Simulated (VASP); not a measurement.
**BaZrO3: relaxation of cell and atoms with PBE**

The system is BaZrO3.

```
Ba Zr O
1.0
    -0.01302    4.21713    0.03075
    -0.00706    0.03075    4.22743
     8.28379   -0.02604   -0.01412
Ba Zr O
2 2 6
Direct
  0.94896 0.95622 0.00709
  0.04611 0.97984 0.47252
  0.41192 0.50305 0.25260
  0.46161 0.46945 0.76234
  0.49548 0.52694 0.02988
  0.53865 0.56053 0.49814
  0.01787 0.49040 0.24015
  0.02461 0.55505 0.74236
  0.52623 0.94337 0.23373
  0.52856 0.01514 0.76118
```

```
Program                : VASP 6.6.1
Task                   : relaxation of cell and atoms
Functional             : PBE
Potentials or basis    : VASP PAW PBE potentials, release 64 (Ba_sv, Zr_sv, O)
Cutoff                 : 600 eV
k mesh                 : 4 × 4 × 2
Occupations            : gaussian, width 0.1 eV
Spin                   : no spin polarisation
Dipole correction      : no
Further INCAR settings : ALGO = Normal; EDIFF = 1e-07; IBRION = 2; EDIFFG = -0.025; NSW = 80; ISIF = 3
```

The relaxed volume is 15.19 Å³/atom and the relaxed cell is a = 4.234 Å, b = 4.235 Å, c = 8.469 Å, α = 89.99°, β = 90.02°, γ = 90.02°. The space group after relaxing (to 0.1 Å) is Pm-3m (No. 221) and the energy gained by relaxing is 434.8 meV/atom. The ionic steps are 27. The pressure after relaxing is 0.0 GPa, the largest force after relaxing is 0.021 eV/Å and the band gap on the k mesh is 3.11 eV (least direct gap 3.37 eV).

Forces in eV/Å, atoms in the order of the input:
```
Ba   0.001 -0.005  0.008
Ba  -0.005  0.008  0.000
Zr   0.003 -0.012 -0.003
Zr   0.008  0.001  0.000
O   -0.010  0.008 -0.003
O    0.005 -0.010 -0.001
O    0.009  0.008 -0.001
O   -0.016  0.000 -0.014
O    0.006  0.004  0.020
O    0.000 -0.003 -0.006
```

The path:
```tsv
step	energy change (eV)	largest force (eV/Å)	pressure (GPa)	volume (Å³)
1	0.0000	13.6533	18.48	147.67
2	0.9114	16.5987	-5.59	186.86
3	-2.8210	1.9481	-7.42	164.33
4	-2.8541	1.9852	-6.88	163.34
5	-2.9094	2.4948	-2.62	157.95
6	-2.9213	2.1704	-4.36	159.81
7	-3.7373	1.2782	0.31	153.43
8	-3.8374	1.3856	3.56	150.33
9	-4.1648	0.6723	-0.99	153.96
10	-4.1688	0.6500	-1.45	154.42
11	-4.2410	0.5401	0.51	151.98
12	-4.2502	0.4909	1.62	150.77
13	-4.2977	0.2595	0.13	152.04
14	-4.3036	0.2698	-0.54	152.68
15	-4.3219	0.2147	0.06	151.98
16	-4.3275	0.2223	0.68	151.31
17	-4.3353	0.1359	-0.43	152.39
18	-4.3354	0.1247	-0.29	152.25
19	-4.3401	0.1040	0.03	151.92
20	-4.3415	0.1186	0.33	151.61
21	-4.3446	0.0776	-0.14	152.07
22	-4.3448	0.0780	-0.27	152.20
23	-4.3467	0.0515	0.06	151.86
24	-4.3468	0.0506	0.13	151.78
25	-4.3474	0.0391	-0.07	151.99
26	-4.3474	0.0411	-0.08	151.99
27	-4.3477	0.0213	0.03	151.88
```

Final structure:
```
Ba Zr O
1.0
    -0.00081    4.23438   -0.00108
     0.00072   -0.00031    4.23546
     8.46870   -0.00106    0.00076
Ba Zr O
2 2 6
Direct
  0.00065 0.99908 0.99997
  0.99944 0.99965 0.50001
  0.50033 0.49945 0.24985
  0.50003 0.50011 0.74998
  0.49942 0.50023 0.00005
  0.50065 0.50006 0.50000
  0.99973 0.49928 0.24984
  0.00010 0.50215 0.75059
  0.49939 0.99918 0.24986
  0.50027 0.00082 0.74984
```

Levels at points of the mesh, in eV from the valence-band top:
```csv
k point,band 36,band 37,band 38,band 39,band 40,band 41,band 42,band 43,band 44,band 45
"(0.00, 0.00, 0.00)",-0.50,-0.49,-0.26,-0.26,-0.26,3.11,3.11,3.12,3.53,4.61
"(0.50, 0.00, 0.00)",-0.93,-0.86,-0.50,-0.49,-0.07,3.53,5.47,5.48,5.50,5.50
"(0.00, 0.50, 0.00)",-0.93,-0.86,-0.50,-0.49,-0.07,3.53,5.47,5.48,5.50,5.50
"(0.50, 0.50, 0.00)",-0.86,-0.07,0.00,0.00,0.00,5.47,5.48,5.86,5.86,5.86
"(0.00, 0.00, 0.50)",-1.26,-0.41,-0.41,-0.41,-0.40,3.30,3.31,4.26,4.26,4.26
"(0.50, 0.00, 0.50)",-1.09,-0.74,-0.73,-0.45,-0.45,4.52,4.52,5.48,5.48,5.70
"(0.00, 0.50, 0.50)",-1.09,-0.74,-0.73,-0.45,-0.45,4.52,4.52,5.48,5.48,5.70
"(0.50, 0.50, 0.50)",-0.48,-0.48,-0.48,-0.04,-0.04,5.80,5.80,5.80,5.81,6.13
```

It took 50 min on 1 thread of Intel(R) Xeon(R) Platinum 8375C CPU @ 2.90GHz (Ice Lake), with other jobs on the host, peak memory 0.41 GiB.

Caveat: spin-orbit coupling is left out, which moves the levels of the heavy elements. A k mesh can miss the band edges.
